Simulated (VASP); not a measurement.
Set up this calculation in VASP 6.6.1, as the native input.

| Quantity | Value |
| --- | --- |
| Task | single point |
| Functional | LDA |
| Potentials or basis | VASP PAW LDA potentials, release 64 (Hf_pv, B) |
| Cutoff | 500 eV |
| k mesh | 9 × 9 × 8 |
| Occupations | methfessel-paxton, width 0.05 eV |
| Spin | no spin polarisation |
| Dipole correction | no |
| Further INCAR settings | ALGO = Normal; EDIFF = 1e-06; NBANDS = 15 |

The structure of HfB2 lies in POSCAR:

```
HfB2
1.0
    3.1061297820      0.0000000000      0.0000000000
   -1.5530648910      2.6899872987      0.0000000000
    0.0000000000      0.0000000000      3.4152386956
Hf B
1 2
Direct
    0.0000000000      0.0000000000      0.0000000000
    0.3333333333      0.6666666667      0.5000000000
    0.6666666667      0.3333333333      0.5000000000
```

One way to write it, as run:

INCAR

```
ALGO = Normal
EDIFF = 1E-6
ENCUT = 500
GGA = CA
GGA_COMPAT = F
ISIF = 2
ISMEAR = 1
LASPH = T
LCHARG = T
LELF = T
LREAL = F
LVHAR = T
LWAVE = F
NBANDS = 15
NELM = 120
PREC = Accurate
SIGMA = 0.05
```

KPOINTS

```
k-points
0
Gamma
  9 9 8
```

Potentials or basis: VASP PAW LDA potentials, release 64 (Hf_pv, B).

The run is started by

```console
$ cat potpaw_LDA.64/Hf_pv/POTCAR potpaw_LDA.64/B/POTCAR > POTCAR
$ mpirun -np 1 vasp_std > vasp.out
```

Results of the run:

```json
{
 "Pressure": "0.7 GPa",
 "Band gap on the k mesh": "zero (band 8 reaches 8.50 eV, above the bottom of band 9 at 7.84 eV)"
}
```

Caveat: spin-orbit coupling is left out, which moves the levels of the heavy elements.

Run time: 9 s on 1 thread of Intel(R) Xeon(R) 6975P-C (Granite Rapids), with other jobs on the host, peak memory 0.14 GiB.
